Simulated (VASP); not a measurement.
# Hf (P6_3/mmc) in VASP: notebook

Hf is run at these levels: PBE; tasks: electric field gradients.

All numbers are computed with VASP 6.6.1; they aren't measurements. Logs are shortened: lines on timing, memory, paths and dates and some standing lists are left out, and cuts for length are marked.

### Step 1. The cell of the first run

Symmetry: P6_3/mmc, No. 194, hexagonal system. Conventional cell: a = 3.175 Å, b = 3.175 Å, c = 5.024 Å, α = 90.00°, β = 90.00°, γ = 120.00°. Within 4.1 Å of Hf (site symmetry -6m2) lie 12 Hf at 3.11 to 3.18 Å.

### Step 2. Electric field gradients, PBE (21.93 Å³/atom)

Input file INCAR:

```
SYSTEM = Hf
  PREC = Accurate
  ENCUT = 520
  EDIFF = 1E-8
  ISMEAR = -1
  SIGMA = 0.05
  LREAL = .FALSE.
  LASPH = .TRUE.
  NELM = 100
  ALGO = Normal
  ISIF = 2
  LWAVE = .FALSE.
  LCHARG = .FALSE.
  GGA = PE
  LEFG = .TRUE.
  NBANDS = 17
```

Input file KPOINTS:

```
regular mesh
0
G
  13 13 7
  0 0 0
```

Input file POSCAR:

```
Hf
1.0
    3.1752435252      0.0000000000      0.0000000000
   -1.5876217626      2.7498415561      0.0000000000
    0.0000000000      0.0000000000      5.0238540107
Hf
2
Direct
    0.3333333333      0.6666666667      0.2500000000
    0.6666666667      0.3333333333      0.7500000000
```

Potentials or basis: VASP PAW PBE potentials, release 64 (Hf_pv).

Launch:

```bash
$ cat potpaw_PBE.64/Hf_pv/POTCAR > POTCAR
$ mpirun -np 1 vasp_std > vasp.out
```

OUTCAR:

```text
SYSTEM = Hf
   PREC = Accurate
   ENCUT = 520
   EDIFF = 1E-8
   ISMEAR = -1
   LREAL = .FALSE.
   LASPH = .TRUE.
   NELM = 100
   ISIF = 2
   GGA = PE

 ion  position               nearest neighbor table
   1  0.333  0.667  0.250-   2 3.11   2 3.11   2 3.11   2 3.11   2 3.11   2 3.11
   2  0.667  0.333  0.750-   1 3.11   1 3.11   1 3.11   1 3.11   1 3.11   1 3.11

  LATTYP: Found a hexagonal cell.
 ALAT       =     3.1752435252
 C/A-ratio  =     1.5821948682

  Lattice vectors:

 A1 = (   3.1752435252,   0.0000000000,   0.0000000000)
 A2 = (  -1.5876217626,   2.7498415561,   0.0000000000)
 A3 = (   0.0000000000,   0.0000000000,   5.0238540107)

Analysis of symmetry for initial positions (statically):
=====================================================================
 Subroutine PRICEL returns:
 Original cell was already a primitive cell.

 Routine SETGRP: Setting up the symmetry group for a
 hexagonal supercell.

 Subroutine GETGRP returns: Found 24 space group operations
 (whereof 12 operations were pure point group operations)
 out of a pool of 24 trial point group operations.

The static configuration has the point symmetry D_3d.
 The point group associated with its full space group is D_6h.

Analysis of symmetry for dynamics (positions and initial velocities):
=====================================================================
 Subroutine PRICEL returns:
 Original cell was already a primitive cell.

 Routine SETGRP: Setting up the symmetry group for a
 hexagonal supercell.

 Subroutine GETGRP returns: Found 24 space group operations
 (whereof 12 operations were pure point group operations)
 out of a pool of 24 trial point group operations.

The dynamic configuration has the point symmetry D_3d.
 The point group associated with its full space group is D_6h.

 Subroutine INISYM returns: Found 24 space group operations
 (whereof 12 operations are pure point group operations),
 and found     1 'primitive' translations

----------------------------------------------------------------------------------------

                                     Primitive cell

  volume of cell :      43.8654

  direct lattice vectors                    reciprocal lattice vectors
     3.175243525  0.000000000  0.000000000     0.314936474  0.181828658  0.000000000
    -1.587621763  2.749841556  0.000000000     0.000000000  0.363657316  0.000000000
     0.000000000  0.000000000  5.023854011     0.000000000  0.000000000  0.199050370

  length of vectors
     3.175243525  3.175243525  5.023854011     0.363657316  0.363657316  0.199050370

  position of ions in fractional coordinates (direct lattice)
     0.333333333  0.666666667  0.250000000
     0.666666667  0.333333333  0.750000000

  ion indices of the primitive-cell ions
   primitive index   ion index
                 1           1
                 2           2

----------------------------------------------------------------------------------------

 KPOINTS: regular mesh

Automatic generation of k-mesh.
 Grid dimensions read from file:
 generate k-points for:   13   13    7

 Generating k-lattice:

  Cartesian coordinates                     Fractional coordinates (reciprocal lattice)
     0.024225883  0.013986820  0.000000000     0.076923077  0.000000000  0.000000000
     0.000000000  0.027973640  0.000000000     0.000000000  0.076923077  0.000000000
     0.000000000  0.000000000  0.028435767     0.000000000  0.000000000  0.142857143

  Length of vectors
     0.027973640  0.027973640  0.028435767

  Shift w.r.t. Gamma in fractional coordinates (k-lattice)
     0.000000000  0.000000000  0.000000000

 Subroutine IBZKPT returns following result:
 ===========================================

 Found     84 irreducible k-points:

 Following reciprocal coordinates:
            Coordinates               Weight
  0.000000  0.000000  0.000000      1.000000
  0.076923  0.000000  0.000000      6.000000
  0.153846  0.000000  0.000000      6.000000
  0.230769  0.000000  0.000000      6.000000
  0.307692  0.000000  0.000000      6.000000
  0.384615 -0.000000  0.000000      6.000000
[... 16 lines left out ...]
  0.076923  0.000000  0.142857     12.000000
  0.153846  0.000000  0.142857     12.000000
 [... further k-points ...]
   k-points           NKPTS =     84   k-points in BZ     NKDIM =     84   number of bands    NBANDS=     17
   number of dos      NEDOS =    301   number of ions     NIONS =      2
   total plane-waves  NPLWV =  23040
   dimension x,y,z NGX =    24 NGY =   24 NGZ =   40
   dimension x,y,z NGXF=    48 NGYF=   48 NGZF=   80
   ions per type =               2
   NGX,Y,Z   is equivalent  to a cutoff of  12.57, 12.57, 13.24 a.u.
   NGXF,Y,Z  is equivalent  to a cutoff of  25.13, 25.13, 26.47 a.u.
 SYSTEM =  Hf
   PREC   = accura    normal or accurate (medium, high low for compatibility)
   ISTART =      0    job   : 0-new  1-cont  2-samecut
   ICHARG =      2    charge: 1-file 2-atom 10-const
   ISPIN  =      1    spin polarized calculation?
   LNONCOLLINEAR =      F non collinear calculations
   LSORBIT =      F    spin-orbit coupling
   LASPH  =      T    aspherical Exc in radial PAW
   ENCUT  =  520.0 eV  38.22 Ry    6.18 a.u.   5.90  5.90  9.34*2*pi/ulx,y,z
   NELM   =    100;   NELMIN=  2; NELMDL= -5     # of ELM steps
   EDIFF  = 0.1E-07   stopping-criterion for ELM
   LREAL  =      F    real-space projection
   EDIFFG = 0.1E-06   stopping-criterion for IOM
   NSW    =      0    number of steps for IOM
   IBRION =     -1    ionic relax: 0-MD 1-quasi-New 2-CG
   NFREE  =      0    steps in history (QN), initial steepest desc. (CG)
   ISIF   =      2    stress and relaxation
   ISYM   =      2    0-nonsym 1-usesym 2-fastsym
   POTIM  = 0.5000    time-step for ionic-motion
   TEBEG  =    0.0;   TEEND  =   0.0 temperature during run
   PSTRESS=    0.0 pullay stress
   NELECT =      20.0000    total number of electrons
   NUPDOWN=      -1.0000    fix difference up-down
   EMIN   =  10.00;   EMAX   =-10.00  energy-range for DOS
   EFERMI =   0.00;   METHOD = LEGACY
   ISMEAR =    -1;   SIGMA  =   0.05  broadening in eV -4-tet -1-fermi 0-gaus
   EFERMI_NEDOS =   21; number of points for ismear=-14 and -15
   IALGO  =     38    algorithm
   IMIX   =      4    mixing-type and parameters
     AMIX     =   0.40;   BMIX     =  1.00
     AMIX_MAG =   1.60;   BMIX_MAG =  1.00
  volume/ion in A,a.u.               =      21.93       148.01
  Fermi-wavevector in a.u.,A,eV,Ry     =   1.260020  2.381093 21.601310  1.587652
  Thomas-Fermi vector in A             =   2.393551
   LORBIT       =      0    0 simple, 1 ext, 2 COOP (PROOUT), +10 PAW based schemes
   GGA     = PE    functional components
   LHFCALC =     F    Hartree Fock is set to
   AEXX    =    0.0000 exact exchange contribution
   IVDW    =     0    specifies the selected vdW correction
   LEPSILON=     F    determine dielectric tensor
   LRPA    =     F    only Hartree local field effects (RPA)
 non-spin polarized calculation
  energy-cutoff  :      520.00
  volume of cell :       43.87
 maximum number of plane-waves:      1194
 NGX is ok and might be reduce to    24
   NGX = 11   NGY = 11   NGZ = 19

 number of electron      19.9999999 magnetization

 Free energy of the ion-electron system (eV)
  ---------------------------------------------------
  ext. energy  EPLUGINS =         0.00000000
  ---------------------------------------------------
  free energy    TOTEN  =       -19.84743705 eV

  energy without entropy =      -19.83436592  energy(sigma->0) =      -19.84090148

 E-fermi :   5.0601     XC(G=0): -11.3737

 val. band max:        5.0561131332   @ k =   0.0000   0.0000   0.4286
 cond. band min:       5.0642796974   @ k =   0.3077   0.2308   0.4286
 fundamental gap:      0.0081665642
 Fermi energy:         5.0601386480

 k-point     1 :       0.0000    0.0000    0.0000
  band No.  band energies     occupation
      1     -26.0039      2.00000
      2     -25.2110      2.00000
      3     -25.2110      2.00000
      4     -25.0778      2.00000
      5     -25.0751      2.00000
      6     -25.0751      2.00000
[... 9 lines left out ...]
     16       7.7383      0.00000
     17      10.4981      0.00000
[... 441 lines left out ...]
 k-point    24 :       0.1538    0.0000    0.1429
  band No.  band energies     occupation
      1     -25.9066      2.00000
      2     -25.3325      2.00000
      3     -25.2507      2.00000
      4     -25.2466      2.00000
      5     -25.1185      2.00000
      6     -25.1015      2.00000
[... 9 lines left out ...]
     16       7.9198      0.00000
     17      10.9402      0.00000

 [... further k-points ...]

------------------------ aborting loop because EDIFF is reached ----------------------------------------

  FORCE on cell =-STRESS in cart. coord.  units (eV):
  Direction    XX          YY          ZZ          XY          YZ          ZX
  --------------------------------------------------------------------------------------
  -------------------------------------------------------------------------------------
  Total        0.7339322      0.7339322      0.7067215     -0.0000000     -0.0000000      0.0000000
  in kB       26.8067879     26.8067879     25.8129224     -0.0000000     -0.0000000      0.0000000
  external PRESSURE =      26.4754994 kB  Pullay stress =       0.0000000 kB

 VOLUME and BASIS-vectors are now :
 -----------------------------------------------------------------------------
  energy-cutoff  :      520.00
  volume of cell :       43.87
      direct lattice vectors                 reciprocal lattice vectors
     3.175243525  0.000000000  0.000000000     0.314936474  0.181828658  0.000000000
    -1.587621763  2.749841556  0.000000000     0.000000000  0.363657316  0.000000000
     0.000000000  0.000000000  5.023854011     0.000000000  0.000000000  0.199050370

 POSITION                                       TOTAL-FORCE (eV/Angst)
 -----------------------------------------------------------------------------------
     -0.00000      1.83323      1.25596        -0.000000     -0.000000      0.000000
      1.58762      0.91661      3.76789         0.000000      0.000000      0.000000
 -----------------------------------------------------------------------------------
    total drift:                               -0.000000      0.000000     -0.000000

  FREE ENERGIE OF THE ION-ELECTRON SYSTEM (eV)
  ---------------------------------------------------
  free  energy   TOTEN  =       -19.8474370456 eV

  energy  without entropy=      -19.8343659179  energy(sigma->0) =      -19.84090148

 Electric field gradients (V/A^2)
---------------------------------------------------------------------
 ion       V_xx      V_yy      V_zz      V_xy      V_xz      V_yz
---------------------------------------------------------------------
   1     -43.388   -43.388    86.776     0.000     0.000    -0.000
   2     -43.388   -43.388    86.776     0.000    -0.000     0.000
---------------------------------------------------------------------

 Electric field gradients after diagonalization (V/A^2)
 (convention: |V_zz| > |V_xx| > |V_yy|)
----------------------------------------------------------------------
 ion       V_xx      V_yy      V_zz     asymmetry (V_yy - V_xx)/ V_zz
----------------------------------------------------------------------
   1     -43.388   -43.388    86.776       0.000
   2     -43.388   -43.388    86.776       0.000
----------------------------------------------------------------------

           NMR quadrupolar parameters

 Cq : quadrupolar parameter    Cq=e*Q*V_zz/h
 eta: asymmetry parameters     (V_yy - V_xx)/ V_zz
 Q  : nuclear electric quadrupole moment in mb (millibarn)
----------------------------------------------------------------------
 ion       Cq(MHz)       eta       Q (mb)
----------------------------------------------------------------------
   1       0.210       0.000       1.000
   2       0.210       0.000       1.000
----------------------------------------------------------------------
```

Run time: 67 s. Hardware: 1 thread of Intel Xeon 8259CL, shared host; peak memory 0.19 GiB.

Results:

| Quantity | Value |
| --- | --- |
| Free energy | -19.8474 eV |
| Pressure | 2.6 GPa |
| Band gap on the k mesh | zero (bands 10 and 11 overlap by 1.58 eV) |
| Largest electric field gradient by atom | Hf +86.8 V/Å² |

Stress tensor (GPa, compression positive):
```
2.68 0.00 0.00
0.00 2.68 0.00
0.00 0.00 2.58
```

Electric field gradients, principal values (V/Å²):
| atom | least | middle | greatest (by size) |
| --- | --- | --- | --- |
| 1 Hf | -43.388 | -43.388 | 86.776 |
| 2 Hf | -43.388 | -43.388 | 86.776 |

Caveat: without QUAD_EFG the Cq values of the log hold for a quadrupole moment of 1 mb, not for the nuclei; spin-orbit coupling is left out, which moves the levels of the heavy elements.

### Step 3. Electric field gradients, PBE (21.93 Å³/atom)

Input file INCAR:

```
PREC = Accurate
ENCUT = 520
EDIFF = 1E-8
ISMEAR = -1
SIGMA = 0.05
LREAL = False
LASPH = True
NELM = 100
ALGO = Normal
ISIF = 2
LWAVE = False
LCHARG = False
GGA = PE
LEFG = True
NBANDS = 17
```

Input file KPOINTS:

```
Automatic mesh
0
Gamma
  13 13 7
```

POSCAR is that of step 2.

Potentials or basis: VASP PAW PBE potentials, release 64 (Hf_pv).

Launch:

```bash
$ cat potpaw_PBE.64/Hf_pv/POTCAR > POTCAR
$ mpirun -np 1 vasp_std > vasp.out
```

OUTCAR:

```text
PREC = Accurate
   ENCUT = 520
   EDIFF = 1E-8
   ISMEAR = -1
   LREAL = False
   LASPH = True
   NELM = 100
   ISIF = 2
   GGA = PE

 ion  position               nearest neighbor table
   1  0.333  0.667  0.250-   2 3.11   2 3.11   2 3.11   2 3.11   2 3.11   2 3.11
   2  0.667  0.333  0.750-   1 3.11   1 3.11   1 3.11   1 3.11   1 3.11   1 3.11

  LATTYP: Found a hexagonal cell.
 ALAT       =     3.1752435252
 C/A-ratio  =     1.5821948682

  Lattice vectors:

 A1 = (   3.1752435252,   0.0000000000,   0.0000000000)
 A2 = (  -1.5876217626,   2.7498415561,   0.0000000000)
 A3 = (   0.0000000000,   0.0000000000,   5.0238540107)

Analysis of symmetry for initial positions (statically):
=====================================================================
 Subroutine PRICEL returns:
 Original cell was already a primitive cell.

 Routine SETGRP: Setting up the symmetry group for a
 hexagonal supercell.

 Subroutine GETGRP returns: Found 24 space group operations
 (whereof 12 operations were pure point group operations)
 out of a pool of 24 trial point group operations.

The static configuration has the point symmetry D_3d.
 The point group associated with its full space group is D_6h.

Analysis of symmetry for dynamics (positions and initial velocities):
=====================================================================
 Subroutine PRICEL returns:
 Original cell was already a primitive cell.

 Routine SETGRP: Setting up the symmetry group for a
 hexagonal supercell.

 Subroutine GETGRP returns: Found 24 space group operations
[... 161 lines left out ...]
      1     -26.0039      2.00000
      2     -25.2110      2.00000
      3     -25.2110      2.00000
      4     -25.0778      2.00000
      5     -25.0751      2.00000
      6     -25.0751      2.00000
[... 457 lines left out ...]
      4     -25.2466      2.00000
      5     -25.1185      2.00000
      6     -25.1015      2.00000
[... 9 lines left out ...]
     16       7.9198      0.00000
     17      10.9402      0.00000

 [... further k-points ...]

------------------------ aborting loop because EDIFF is reached ----------------------------------------

  FORCE on cell =-STRESS in cart. coord.  units (eV):
  Direction    XX          YY          ZZ          XY          YZ          ZX
  --------------------------------------------------------------------------------------
  -------------------------------------------------------------------------------------
  Total        0.7339322      0.7339322      0.7067215     -0.0000000     -0.0000000      0.0000000
  in kB       26.8067879     26.8067879     25.8129224     -0.0000000     -0.0000000      0.0000000
  external PRESSURE =      26.4754994 kB  Pullay stress =       0.0000000 kB

 VOLUME and BASIS-vectors are now :
 -----------------------------------------------------------------------------
  energy-cutoff  :      520.00
  volume of cell :       43.87
      direct lattice vectors                 reciprocal lattice vectors
     3.175243525  0.000000000  0.000000000     0.314936474  0.181828658  0.000000000
    -1.587621763  2.749841556  0.000000000     0.000000000  0.363657316  0.000000000
     0.000000000  0.000000000  5.023854011     0.000000000  0.000000000  0.199050370

 POSITION                                       TOTAL-FORCE (eV/Angst)
 -----------------------------------------------------------------------------------
     -0.00000      1.83323      1.25596        -0.000000     -0.000000      0.000000
      1.58762      0.91661      3.76789         0.000000      0.000000      0.000000
 -----------------------------------------------------------------------------------
    total drift:                               -0.000000      0.000000     -0.000000

  FREE ENERGIE OF THE ION-ELECTRON SYSTEM (eV)
  ---------------------------------------------------
  free  energy   TOTEN  =       -19.8474370456 eV

  energy  without entropy=      -19.8343659179  energy(sigma->0) =      -19.84090148

 Electric field gradients (V/A^2)
---------------------------------------------------------------------
 ion       V_xx      V_yy      V_zz      V_xy      V_xz      V_yz
---------------------------------------------------------------------
   1     -43.388   -43.388    86.776     0.000     0.000    -0.000
   2     -43.388   -43.388    86.776     0.000    -0.000     0.000
---------------------------------------------------------------------

 Electric field gradients after diagonalization (V/A^2)
 (convention: |V_zz| > |V_xx| > |V_yy|)
----------------------------------------------------------------------
 ion       V_xx      V_yy      V_zz     asymmetry (V_yy - V_xx)/ V_zz
----------------------------------------------------------------------
   1     -43.388   -43.388    86.776       0.000
   2     -43.388   -43.388    86.776       0.000
----------------------------------------------------------------------

           NMR quadrupolar parameters

 Cq : quadrupolar parameter    Cq=e*Q*V_zz/h
 eta: asymmetry parameters     (V_yy - V_xx)/ V_zz
 Q  : nuclear electric quadrupole moment in mb (millibarn)
----------------------------------------------------------------------
 ion       Cq(MHz)       eta       Q (mb)
----------------------------------------------------------------------
   1       0.210       0.000       1.000
   2       0.210       0.000       1.000
----------------------------------------------------------------------
```

stdout:

```text
POSCAR found type information on POSCAR Hf
 POSCAR found :  1 types and       2 ions
 scaLAPACK will be used
 LDA part: xc-table for (Slater+PW92), standard interpolation
 POSCAR, INCAR and KPOINTS ok, starting setup
 FFT: planning ... GRIDC
 FFT: planning ... GRID_SOFT
 FFT: planning ... GRID
 WAVECAR not read
 entering main loop
ion   1

ion   2
```

It took 66 s on 1 thread of Intel Xeon 8259CL, shared host; peak memory 0.19 GiB.

Results:

```yaml
Free_energy: -19.8474 eV
Pressure: 2.6 GPa
Band_gap_on_the_k_mesh: zero (bands 10 and 11 overlap by 1.58 eV)
Largest_electric_field_gradient_by_atom: Hf +86.8 V/Å²
```

Stress tensor (GPa, compression positive):
```
2.68 0.00 0.00
0.00 2.68 0.00
0.00 0.00 2.58
```

Electric field gradients, principal values (V/Å²):
```csv
atom,least,middle,greatest (by size)
1 Hf,-43.388,-43.388,86.776
2 Hf,-43.388,-43.388,86.776
```

Caveat: without QUAD_EFG the Cq values of the log hold for a quadrupole moment of 1 mb, not for the nuclei; spin-orbit coupling is left out, which moves the levels of the heavy elements.
